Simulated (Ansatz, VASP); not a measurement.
One calculation of C, two programs

POSCAR

```
C
1.0
   -0.0059337471      1.7741903940      1.7741903940
    1.7741903940     -0.0059337471      1.7741903940
    1.7741903940      1.7741903940     -0.0059337471
C
2
Direct
   -0.0000169120     -0.0000169120     -0.0000169120
    0.2500169120      0.2500169120      0.2500169120
```

INCAR.step1

```
SYSTEM = C
PREC = Accurate ; ENCUT = 520
ISMEAR = 0 ; SIGMA = 0.01
LREAL = .False. ; LASPH = .True.
NELM = 100 ; NBANDS = 11
GGA = PE ; ALGO = Normal
EDIFF = 1E-4 ; LWAVE = .True.
LCHARG = .False.
```

Contents of INCAR.step2:

```
SYSTEM = C
PREC = Accurate ; ENCUT = 520
EDIFF = 1E-7 ; ISMEAR = 0
SIGMA = 0.01 ; LREAL = .False.
LASPH = .True. ; NELM = 100
ALGO = Normal ; ISIF = 2
LWAVE = .False. ; LCHARG = .True.
METAGGA = R2SCAN ; LMIXTAU = .True.
LELF = .True. ; LVHAR = .True.
NBANDS = 11 ; ISTART = 1
```

File KPOINTS:

```
Automatic mesh
0
Gamma
  12 12 12
  0 0 0
```

Input for Ansatz:

```yaml
crystal:
  lattice:
    - [-0.0059337471, 1.774190394, 1.774190394]
    - [1.774190394, -0.0059337471, 1.774190394]
    - [1.774190394, 1.774190394, -0.0059337471]
  atoms:
    - { symbol: C, position: [-1.6912e-05, -1.6912e-05, -1.6912e-05] }
    - { symbol: C, position: [0.250016912, 0.250016912, 0.250016912] }
kpoints:
  mp_grid: { grid: [12, 12, 12] }
  band_path:
    path:
      - [0.0, 0.0, 0.0]
      - [0.5, 0.0, 0.5]
      - [0.625, 0.25, 0.625]
      - [0.375, 0.375, 0.75]
      - [0.5, 0.5, 0.5]
      - [0.5, 0.25, 0.75]
      - [0.001302, 0.364583, 0.364583]
    npoints: 1
hamiltonian:
  xc: r2scan
scf:
  occupations: { method: fixed }
  n_extra_bands: 4
output:
  forces: true
  stress: true
  eigenvalues: true
  write_density: true
  write_potential: true
  elf: true
  volumetric_format: npy
```

Change from the starting cell: shear_111 strain -0.5%.

Alike in both runs: task single point; functional r2SCAN; k mesh 12 × 12 × 12; no spin polarisation.

```csv
,VASP,Ansatz
version,VASP 6.6.1,Ansatz 0.2.0
potentials or method,"VASP PAW PBE potentials, release 64 (C)","plane waves, PAW"
plane-wave cutoff (eV),520,500
occupations,"gaussian, width 0.01 eV",fixed
valence electrons in the cell,8,8
```

|  | VASP | Ansatz | Ansatz less VASP |
| --- | --- | --- | --- |
| gap on the k mesh at the Fermi level (eV) | 4.36 | 4.39 | +0.030 |
| pressure (GPa) | 3.5 | 2.3 | -1.14 |
| traceless stress, the component that is largest in VASP (GPa) | 2.01 | 1.99 | -0.014 |
| rms of the force components (eV/Å) | 0.006 | 0.004 | -0.0013 |

VASP's potentials were made for PBE, not for r2SCAN. Atom by atom the forces differ by 0.001 eV/Å (rms over components).
